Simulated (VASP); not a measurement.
## Al: single point with r2SCAN0

Crystal: Al.

```
Al
1.0
     0.00000    2.03821    2.03821
     2.03821    0.00000    2.03821
     2.03821    2.03821    0.00000
Al
1
Cartesian
  0.0000 0.0000 0.0000
```

```
Program             : VASP 6.6.1
Task                : single point
Functional          : r2SCAN0
Potentials or basis : VASP PAW PBE potentials, release 64 (Al)
Cutoff              : 520 eV
k mesh              : 6 × 6 × 6
Occupations         : fermi-dirac, width 0.05 eV
Spin                : no spin polarisation
```

| Property | Result |
| --- | --- |
| Pressure | -4.4 GPa |

Levels at points of the mesh, in eV from the Fermi level:
| k point | band 1 | band 2 | band 3 | band 4 | band 5 | band 6 |
| --- | --- | --- | --- | --- | --- | --- |
| (0.00, 0.00, 0.00) | -13.88 | 13.84 | 13.84 | 13.84 | 15.34 | 15.34 |
| (0.50, 0.00, 0.00) | -6.35 | -5.98 | 12.51 | 12.51 | 12.56 | 12.56 |
| (0.50, 0.50, 0.00) | -4.31 | -2.66 | 5.89 | 6.22 | 6.22 | 9.94 |

Wall time 2.3 min on 1 thread of AMD EPYC 9R45 (Zen 5) (shared host), peak memory 0.11 GiB.

Caveat: the k points lie up to 0.44 Å⁻¹ apart; the PAW data sets were made with another functional, which shifts forces and pressure a little.
